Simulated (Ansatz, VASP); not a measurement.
## InSb3 in VASP and in Ansatz

The input INCAR:

```
ALGO = Normal ; EDIFF = 1E-6
ENCUT = 520 ; ISIF = 2
ISMEAR = 0 ; LASPH = True
LCHARG = False ; LREAL = False
LWAVE = False ; NBANDS = 22
NELM = 60 ; PREC = Accurate
SIGMA = 0.1
```

The input KPOINTS:

```
k-points
0
Gamma
  6 6 6
```

Contents of POSCAR:

```
InSb3
1.0
    4.8063670000      0.0000000000      0.0000000000
    0.0000000000      4.8063670000      0.0000000000
    0.0000000000      0.0000000000      4.8063670000
In Sb
1 3
Direct
    0.0000000000      0.0000000000      0.0000000000
    0.5000000000      0.0000000000      0.5000000000
    0.0000000000      0.5000000000      0.5000000000
    0.5000000000      0.5000000000      0.0000000000
```

Input for Ansatz:

```yaml
crystal:
  lattice:
    - [4.806367, 0.0, 0.0]
    - [0.0, 4.806367, 0.0]
    - [0.0, 0.0, 4.806367]
  atoms:
    - { symbol: In, position: [0.0, 0.0, 0.0] }
    - { symbol: Sb, position: [0.5, 0.0, 0.5] }
    - { symbol: Sb, position: [0.0, 0.5, 0.5] }
    - { symbol: Sb, position: [0.5, 0.5, 0.0] }
basis:
  ecutwfc: 420
  ecutrho_ratio: 4
kpoints:
  mp_grid: { grid: [6, 6, 6] }
hamiltonian:
  xc: lda
scf:
  occupations: { method: gaussian, width: 0.1 }
output:
  forces: true
  stress: true
  eigenvalues: true
```

Alike in both runs: task single point; functional LDA; k mesh 6 × 6 × 6; occupations gaussian, width 0.1 eV; no spin polarisation.

|  | VASP | Ansatz |
| --- | --- | --- |
| version | VASP 6.6.1 | Ansatz 0.2.0 |
| potentials or method | VASP PAW LDA potentials, release 64 (In_d, Sb), cutoff 520 eV | scalar-relativistic, plane waves, PAW |
| valence electrons in the cell | 28 | 58 |

```tsv
	VASP	Ansatz	Ansatz less VASP
gap on the k mesh at the Fermi level (eV)	none	none	-
pressure (GPa)	-3.8	-3.9	-0.05
```

LDA's correlation is that of Perdew and Zunger in VASP and of Perdew and Wang (1992) in Ansatz. A gap of «none» marks a metal or a gap that the smearing closes. VASP's potentials hold 28 valence electrons a cell and Ansatz's 58, so a difference there can come from the potentials and not from the codes.

Neither program's run includes spin-orbit coupling.
